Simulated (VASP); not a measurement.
## CdF2: single point with revPBE+D4

The system is CdF2.

```xyz
3
Lattice="0.0000 2.7377 2.7377 2.7377 0.0000 2.7377 2.7377 2.7377 0.0000" Properties=species:S:1:pos:R:3 pbc="T T T"
Cd    0.0000    0.0000    0.0000
F     4.1066    4.1066    4.1066
F     1.3689    1.3689    1.3689
```

```yaml
Program: VASP 6.6.1
Task: single point
Functional: revPBE
Dispersion: D4
Potentials_or_basis: VASP PAW PBE potentials, release 64 (Cd, F)
Cutoff: 520 eV
k_mesh: 9 × 9 × 9
Occupations: fermi-dirac, width 0.05 eV
Spin: no spin polarisation
Dipole_correction: no
Further_INCAR_settings: ALGO = Normal; EDIFF = 1e-06; NBANDS = 20
```

* Pressure: 0.6 GPa
* Band gap on the k mesh: 3.08 eV (least direct gap 3.62 eV)
* Dispersion energy per atom: -0.333 eV

Levels at points of the mesh, in eV from the valence-band top:
| k point | band 9 | band 10 | band 11 | band 12 | band 13 | band 14 | band 15 | band 16 | band 17 | band 18 |
| --- | --- | --- | --- | --- | --- | --- | --- | --- | --- | --- |
| (0.00, 0.00, 0.00) | -0.82 | -0.82 | -0.53 | -0.53 | -0.53 | 3.08 | 12.67 | 12.67 | 12.67 | 17.60 |

It took 21 s on 1 thread of Intel(R) Xeon(R) 6975P-C (Granite Rapids), with other jobs on the host, peak memory 0.18 GiB.

Caveat: the PAW data sets were made with another functional, which shifts forces and pressure a little; an odd mesh through Γ misses points on the zone boundary, where band edges can lie.
